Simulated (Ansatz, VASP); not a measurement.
**Two plane-wave programs on Te**

```
Te
1.0
     0.00000    3.57401    3.57401
     3.57401    0.00000    3.57401
     3.57401    3.57401    0.00000
Te
2
Direct
  0.00000 0.00000 0.00000
  0.25000 0.25000 0.25000
```

Alike in both runs: functional r2SCAN; k mesh 14 × 14 × 14; occupations gaussian, width 0.1 eV; no spin polarisation.

Ansatz relaxed the structure, and its values are those at the end. VASP's run is a single point on that final structure, the one shown.

|  | VASP | Ansatz |
| --- | --- | --- |
| version | VASP 6.6.1 | Ansatz 0.2.0 |
| potentials or method | VASP PAW PBE potentials, release 64 (Te), cutoff 520 eV | scalar-relativistic, plane waves, PAW |
| valence electrons in the cell | 12 | 32 |

|  | VASP | Ansatz | Ansatz less VASP |
| --- | --- | --- | --- |
| gap on the k mesh at the Fermi level (eV) | none | none | - |
| pressure (GPa) | 0.0 | 0.0 | +0.02 |

VASP's potentials were made for PBE, not for r2SCAN. A gap of «none» marks a metal or a gap that the smearing closes. VASP's potentials hold 12 valence electrons a cell and Ansatz's 32, so a difference there can come from the potentials and not from the codes.

Neither program's run includes spin-orbit coupling.
